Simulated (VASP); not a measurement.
Input of a VASP 6.6.1 run:

The input INCAR:

```
  PREC = Accurate
  ENCUT = 520
  EDIFF = 1E-6
  ISMEAR = -1
  SIGMA = 0.1
  LREAL = False
  LASPH = True
  NELM = 150
  ALGO = Normal
  ISIF = 2
  LWAVE = False
  LCHARG = False
  MAGMOM = 0 0 0 0 0 0
  LORBIT = 11
  LSORBIT = True
  GGA_COMPAT = False
  LORBMOM = True
  LMAXMIX = 4
  GGA = PE
  NBANDS = 30
```

File KPOINTS:

```
regular mesh
0
Gamma
  8 8 8
```

The input POSCAR:

```
WC
1.0
    0.0000000000      2.1926840000      2.1926840000
    2.1926840000      0.0000000000      2.1926840000
    2.1926840000      2.1926840000      0.0000000000
W C
1 1
Direct
    0.0000000000      0.0000000000      0.0000000000
    0.5000000000      0.5000000000      0.5000000000
```

Potentials or basis: VASP PAW PBE potentials, release 64 (W_sv, C).

Command:

```sh
$ cat potpaw_PBE.64/W_sv/POTCAR potpaw_PBE.64/C/POTCAR > POTCAR
$ mpirun -np 1 vasp_ncl > vasp.out
```

**Question.** What does it give for the pressure?

**Answer.** 0.9 GPa.

**Question.** Predict the net moment.

**Answer.** 0.00 μB per cell.

Moments on the atoms (μB; x, y, z):
```
W   0.00 0.00 0.00
C   0.00 0.00 0.00
```
